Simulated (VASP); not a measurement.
# WS2 (P6_3/mmc) in VASP: a series of runs

The runs below take WS2 through single point, with r2SCAN.

Program: VASP 6.6.1. These are calculated values, not measurements. Logs are shortened: lines on timing, memory, paths and dates and some standing lists are left out, and cuts for length are marked.

### Step 1. The cell of the first run

Symmetry: P6_3/mmc, No. 194, hexagonal system. The conventional cell has a = 3.373 Å, b = 3.373 Å, c = 12.597 Å, α = 90.00°, β = 90.00°, γ = 120.00°. Within 3.2 Å of W (site symmetry -6m2) lie 6 S at 2.45 Å. S (site symmetry 3m) has 3 W at 2.45 Å and 1 S at 2.98 Å within 3.2 Å.

### Step 2. Single point, r2SCAN (biaxial strain in the a-b plane: +6.0 %)

The input, POSCAR:

```
WS2
1.0
    3.3725160502      0.0000000000      0.0000000000
   -1.6862580251      2.9206845741      0.0000000000
    0.0000000000      0.0000000000     12.5969544743
W S
2 4
Direct
    0.3333333333      0.6666666667      0.2500000000
    0.6666666667      0.3333333333      0.7500000000
    0.3333333333      0.6666666667      0.6318318086
    0.6666666667      0.3333333333      0.1318318086
    0.3333333333      0.6666666667      0.8681681914
    0.6666666667      0.3333333333      0.3681681914
```

The input, INCAR.step1:

```
  PREC = Accurate
  ENCUT = 520
  ISMEAR = 0
  SIGMA = 0.02
  LREAL = F
  LASPH = T
  NELM = 60
  NBANDS = 35
  GGA = PE
  ALGO = Normal
  EDIFF = 1E-4
  LWAVE = T
  LCHARG = F
```

The input, INCAR.step2:

```
  PREC = Accurate
  ENCUT = 520
  EDIFF = 1E-6
  ISMEAR = 0
  SIGMA = 0.02
  LREAL = F
  LASPH = T
  NELM = 60
  ALGO = Normal
  ISIF = 2
  LWAVE = F
  LCHARG = F
  METAGGA = R2SCAN
  LMIXTAU = T
  NBANDS = 35
  ISTART = 1
```

The input, KPOINTS:

```
regular mesh
0
Gamma
  12 12 2
```

Potentials or basis: VASP PAW PBE potentials, release 64 (W_sv, S).

Command:

```console
> cat potpaw_PBE.64/W_sv/POTCAR potpaw_PBE.64/S/POTCAR > POTCAR
> cp INCAR.step1 INCAR
> mpirun -np 1 vasp_std > vasp.out
> cp INCAR.step2 INCAR
> mpirun -np 1 vasp_std > vasp.out
```

OUTCAR:

```text
PREC = Accurate
   ENCUT = 520
   EDIFF = 1E-6
   ISMEAR = 0
   LREAL = F
   LASPH = T
   NELM = 60
   ISIF = 2
   METAGGA = R2SCAN
   ISTART = 1

 ion  position               nearest neighbor table
   1  0.333  0.667  0.250-   4 2.45   6 2.45   4 2.45   6 2.45   4 2.45   6 2.45
   2  0.667  0.333  0.750-   3 2.45   5 2.45   3 2.45   5 2.45   3 2.45   5 2.45
   3  0.333  0.667  0.632-   2 2.45   2 2.45   2 2.45
   4  0.667  0.333  0.132-   1 2.45   1 2.45   1 2.45
   5  0.333  0.667  0.868-   2 2.45   2 2.45   2 2.45
   6  0.667  0.333  0.368-   1 2.45   1 2.45   1 2.45

  LATTYP: Found a hexagonal cell.
 ALAT       =     3.3725160502
 C/A-ratio  =     3.7351799923

  Lattice vectors:

 A1 = (   3.3725160502,   0.0000000000,   0.0000000000)
 A2 = (  -1.6862580251,   2.9206845741,   0.0000000000)
 A3 = (   0.0000000000,   0.0000000000,  12.5969544743)

Analysis of symmetry for initial positions (statically):
=====================================================================
 Subroutine PRICEL returns:
 Original cell was already a primitive cell.

 Routine SETGRP: Setting up the symmetry group for a
 hexagonal supercell.

 Subroutine GETGRP returns: Found 24 space group operations
 (whereof 12 operations were pure point group operations)
 out of a pool of 24 trial point group operations.

The static configuration has the point symmetry D_3d.
 The point group associated with its full space group is D_6h.

Analysis of symmetry for dynamics (positions and initial velocities):
=====================================================================
 Subroutine PRICEL returns:
 Original cell was already a primitive cell.

 Routine SETGRP: Setting up the symmetry group for a
 hexagonal supercell.

 Subroutine GETGRP returns: Found 24 space group operations
 (whereof 12 operations were pure point group operations)
 out of a pool of 24 trial point group operations.

The dynamic configuration has the point symmetry D_3d.
 The point group associated with its full space group is D_6h.

 Subroutine INISYM returns: Found 24 space group operations
 (whereof 12 operations are pure point group operations),
 and found     1 'primitive' translations

----------------------------------------------------------------------------------------

                                     Primitive cell

  volume of cell :     124.0807

  direct lattice vectors                    reciprocal lattice vectors
[... 93 lines left out ...]
   ENCUT  =  520.0 eV  38.22 Ry    6.18 a.u.   6.27  6.27 23.42*2*pi/ulx,y,z
   NELM   =     60;   NELMIN=  2; NELMDL=  0     # of ELM steps
   EDIFF  = 0.1E-05   stopping-criterion for ELM
   LREAL  =      F    real-space projection
[... 7 lines left out ...]
   TEBEG  =    0.0;   TEEND  =   0.0 temperature during run
   PSTRESS=    0.0 pullay stress
   NELECT =      52.0000    total number of electrons
   NUPDOWN=      -1.0000    fix difference up-down
   EMIN   =  10.00;   EMAX   =-10.00  energy-range for DOS
   EFERMI =   0.00;   METHOD = LEGACY
   ISMEAR =     0;   SIGMA  =   0.02  broadening in eV -4-tet -1-fermi 0-gaus
   EFERMI_NEDOS =   21; number of points for ismear=-14 and -15
   IALGO  =     38    algorithm
   IMIX   =      4    mixing-type and parameters
     AMIX     =   0.40;   BMIX     =  1.00
     AMIX_MAG =   1.60;   BMIX_MAG =  1.00
  volume/ion in A,a.u.               =      20.68       139.56
  Fermi-wavevector in a.u.,A,eV,Ry     =   1.225108  2.315119 20.420858  1.500891
  Thomas-Fermi vector in A             =   2.360158
   LORBIT       =      0    0 simple, 1 ext, 2 COOP (PROOUT), +10 PAW based schemes
   METAGGA = R2SCAN    functional components
   LHFCALC =     F    Hartree Fock is set to
   AEXX    =    0.0000 exact exchange contribution
   IVDW    =     0    specifies the selected vdW correction
   LEPSILON=     F    determine dielectric tensor
   LRPA    =     F    only Hartree local field effects (RPA)
 non-spin polarized calculation
 Gauss-broadening in eV      SIGMA  =   0.02
  energy-cutoff  :      520.00
  volume of cell :      124.08
 maximum number of plane-waves:      3370
 NGX is ok and might be reduce to    28
   NGX = 13   NGY = 13   NGZ = 47

 number of electron      52.0000001 magnetization

 Free energy of the ion-electron system (eV)
  ---------------------------------------------------
  ext. energy  EPLUGINS =         0.00000000
  ---------------------------------------------------
  free energy    TOTEN  =      -139.50073739 eV

  energy without entropy =     -139.50073738  energy(sigma->0) =     -139.50073739

 E-fermi :   5.9774     XC(G=0): -10.7265

 val. band max:        5.9191346095   @ k =   0.0000   0.0000   0.0000
 cond. band min:       6.0414216127   @ k =   0.3333   0.3333   0.0000
 fundamental gap:      0.1222870033
 Fermi energy:         5.9774093428

 k-point     1 :       0.0000    0.0000    0.0000
  band No.  band energies     occupation
      1     -71.2645      2.00000
      2     -71.2644      2.00000
      3     -34.7508      2.00000
      4     -34.7508      2.00000
      5     -34.7508      2.00000
      6     -34.7508      2.00000
[... 901 lines left out ...]
     34       9.2843      0.00000
     35      11.6741      0.00000

 [... further k-points ...]

------------------------ aborting loop because EDIFF is reached ----------------------------------------

  FORCE on cell =-STRESS in cart. coord.  units (eV):
  Direction    XX          YY          ZZ          XY          YZ          ZX
  --------------------------------------------------------------------------------------
  -------------------------------------------------------------------------------------
  Total      -10.6663033    -10.6663033      1.6197424     -0.0000000      0.0000000      0.0000000
  in kB     -137.7273751   -137.7273751     20.9147320     -0.0000000      0.0000000      0.0000000
  external PRESSURE =     -84.8466727 kB  Pullay stress =       0.0000000 kB

 VOLUME and BASIS-vectors are now :
 -----------------------------------------------------------------------------
  energy-cutoff  :      520.00
  volume of cell :      124.08
      direct lattice vectors                 reciprocal lattice vectors
     3.372516050  0.000000000  0.000000000     0.296514527  0.171192742  0.000000000
    -1.686258025  2.920684574  0.000000000     0.000000000  0.342385483  0.000000000
     0.000000000  0.000000000 12.596954474     0.000000000  0.000000000  0.079384267

 POSITION                                       TOTAL-FORCE (eV/Angst)
 -----------------------------------------------------------------------------------
     -0.00000      1.94712      3.14924         0.000000     -0.000000      0.000000
      1.68626      0.97356      9.44772        -0.000000      0.000000      0.000000
     -0.00000      1.94712      7.95916        -0.000000     -0.000000     -0.254413
      1.68626      0.97356      1.66068        -0.000000     -0.000000     -0.254413
     -0.00000      1.94712     10.93628        -0.000000     -0.000000      0.254413
      1.68626      0.97356      4.63780        -0.000000     -0.000000      0.254413
 -----------------------------------------------------------------------------------
    total drift:                               -0.000000      0.000000     -0.000000

  FREE ENERGIE OF THE ION-ELECTRON SYSTEM (eV)
  ---------------------------------------------------
  free  energy   TOTEN  =      -139.5007373935 eV

  energy  without entropy=     -139.5007373766  energy(sigma->0) =     -139.50073739
```

OUTCAR.step1:

```text
PREC = Accurate
   ENCUT = 520
   ISMEAR = 0
   LREAL = F
[... 1152 lines left out ...]
     -0.00000      1.94712      7.95916        -0.000000      0.000000     -0.393261
      1.68626      0.97356      1.66068         0.000000     -0.000000     -0.393261
     -0.00000      1.94712     10.93628        -0.000000      0.000000      0.393261
      1.68626      0.97356      4.63780         0.000000     -0.000000      0.393261
 -----------------------------------------------------------------------------------
    total drift:                               -0.000000      0.000000     -0.000000

  FREE ENERGIE OF THE ION-ELECTRON SYSTEM (eV)
  ---------------------------------------------------
  free  energy   TOTEN  =       -46.7312324263 eV

  energy  without entropy=      -46.7312310193  energy(sigma->0) =      -46.73123172
```

OSZICAR.step1:

```text
N       E                     dE             d eps       ncg     rms          rms(c)
DAV:   1     0.499124297502E+03    0.49912E+03   -0.28198E+04  2932   0.145E+03
DAV:   2    -0.185476913221E+02   -0.51767E+03   -0.50011E+03  3151   0.392E+02
DAV:   3    -0.492384494240E+02   -0.30691E+02   -0.30232E+02  3354   0.917E+01
DAV:   4    -0.499898896476E+02   -0.75144E+00   -0.74812E+00  3293   0.152E+01
DAV:   5    -0.500074073807E+02   -0.17518E-01   -0.17507E-01  3209   0.240E+00    0.322E+01
DAV:   6    -0.470791341477E+02    0.29283E+01   -0.11658E+01  3005   0.214E+01    0.141E+01
DAV:   7    -0.468390425480E+02    0.24009E+00   -0.22813E+00  2928   0.843E+00    0.653E+00
DAV:   8    -0.467308885320E+02    0.10815E+00   -0.29483E-01  3142   0.364E+00    0.154E+00
DAV:   9    -0.467319276920E+02   -0.10392E-02   -0.28043E-02  3262   0.903E-01    0.666E-01
DAV:  10    -0.467312039722E+02    0.72372E-03   -0.83521E-03  3167   0.569E-01    0.220E-01
DAV:  11    -0.467312333015E+02   -0.29329E-04   -0.12805E-03  2884   0.197E-01    0.123E-01
DAV:  12    -0.467312324263E+02    0.87528E-06   -0.70256E-05  1588   0.630E-02
   1 F= -.46731232E+02 E0= -.46731232E+02  d E =-.140693E-05
```

It took 14 min on 1 thread of Intel Xeon 8259CL, shared host; peak memory 0.37 GiB.

What came out:

```
Free energy            : -139.5007 eV
Pressure               : -8.5 GPa
Largest force          : 0.254 eV/Å
Band gap on the k mesh : 0.12 eV (least direct gap 1.23 eV)
```

Forces in eV/Å, atoms in the order of the input:
```
W    0.000  0.000  0.000
W    0.000  0.000  0.000
S    0.000  0.000 -0.254
S    0.000  0.000 -0.254
S    0.000  0.000  0.254
S    0.000  0.000  0.254
```

Caveat: the cell differs from its parent crystal (biaxial strain in the a-b plane: +6.0 %); the stress differs along the axes, from -14 to 2 GPa; the PAW data sets were made with another functional, which shifts forces and pressure a little; spin-orbit coupling is left out, which moves the levels of the heavy elements.

### Step 3. Single point, r2SCAN (biaxial strain in the a-b plane: +6.0 %, then relaxed in part)

The input, POSCAR:

```
WS2
1.0
    3.3725160502      0.0000000000      0.0000000000
   -1.6862580251      2.9206845741      0.0000000000
    0.0000000000      0.0000000000     12.7562410991
W S
2 4
Direct
    0.3333333333      0.6666666667      0.2500000000
    0.6666666667      0.3333333333      0.7500000000
    0.3333333333      0.6666666667      0.6323250738
    0.6666666667      0.3333333333      0.1323250738
    0.3333333333      0.6666666667      0.8676749262
    0.6666666667      0.3333333333      0.3676749262
```

The input, INCAR.step1:

```
PREC     = Accurate       # precision mode
ENCUT    = 520            # plane-wave cutoff, eV
ISMEAR   = 0              # smearing method
SIGMA    = 0.02           # smearing width, eV
LREAL    = False          # projectors in reciprocal space
LASPH    = True           # aspherical terms in the spheres
NELM     = 100            # most SCF steps
NBANDS   = 35             # bands
GGA      = PE             # functional
ALGO     = Normal         # electronic algorithm
EDIFF    = 1E-4           # SCF threshold, eV
LWAVE    = True           # write WAVECAR
LCHARG   = False          # write CHGCAR
```

The input, INCAR.step2:

```
PREC     = Accurate       # precision mode
ENCUT    = 520            # plane-wave cutoff, eV
EDIFF    = 1E-6           # SCF threshold, eV
ISMEAR   = 0              # smearing method
SIGMA    = 0.02           # smearing width, eV
LREAL    = False          # projectors in reciprocal space
LASPH    = True           # aspherical terms in the spheres
NELM     = 100            # most SCF steps
ALGO     = Normal         # electronic algorithm
ISIF     = 2              # what is computed and relaxed
LWAVE    = False          # write WAVECAR
LCHARG   = False          # write CHGCAR
METAGGA  = R2SCAN         # meta-GGA
LMIXTAU  = True         
NBANDS   = 35             # bands
ISTART   = 1
```

KPOINTS is that of step 2.

Potentials or basis: VASP PAW PBE potentials, release 64 (W_sv, S).

Command:

```console
> cat potpaw_PBE.64/W_sv/POTCAR potpaw_PBE.64/S/POTCAR > POTCAR
> cp INCAR.step1 INCAR
> mpirun -np 1 vasp_std > vasp.out
> cp INCAR.step2 INCAR
> mpirun -np 1 vasp_std > vasp.out
```

Wall time 13 min (1 thread of Intel Xeon 8259CL, shared host); peak memory 0.37 GiB.

The run converged. Its results:

```yaml
Free_energy: -139.5083 eV
Pressure: -9.5 GPa
Largest_force: 0.011 eV/Å
Band_gap_on_the_k_mesh: 0.22 eV (least direct gap 1.26 eV)
```

Forces in eV/Å, atoms in the order of the input:
```
W    0.000  0.000  0.000
W    0.000  0.000  0.000
S    0.000  0.000 -0.011
S    0.000  0.000 -0.011
S    0.000  0.000  0.011
S    0.000  0.000  0.011
```

Stress tensor (GPa, compression positive):
```
-14.22   0.00   0.00
  0.00 -14.22   0.00
  0.00   0.00   0.03
```

Levels at points of the mesh, in eV from the valence-band top:
```csv
k point,band 24,band 25,band 26,band 27,band 28,band 29
"(0.00, 0.00, 0.00)",-1.59,-0.63,0.00,1.73,1.73,1.73
"(0.50, 0.00, 0.00)",-2.60,-1.78,-1.62,1.31,1.35,1.64
"(0.00, 0.00, 0.50)",-2.48,-0.19,-0.19,1.73,1.73,1.73
"(0.50, 0.00, 0.50)",-2.66,-1.69,-1.69,1.33,1.33,1.66
```

Caveat: the cell differs from its parent crystal (biaxial strain in the a-b plane: +6.0 %, then relaxed in part); the stress differs along the axes, from -14 to 0 GPa; the PAW data sets were made with another functional, which shifts forces and pressure a little; spin-orbit coupling is left out, which moves the levels of the heavy elements.
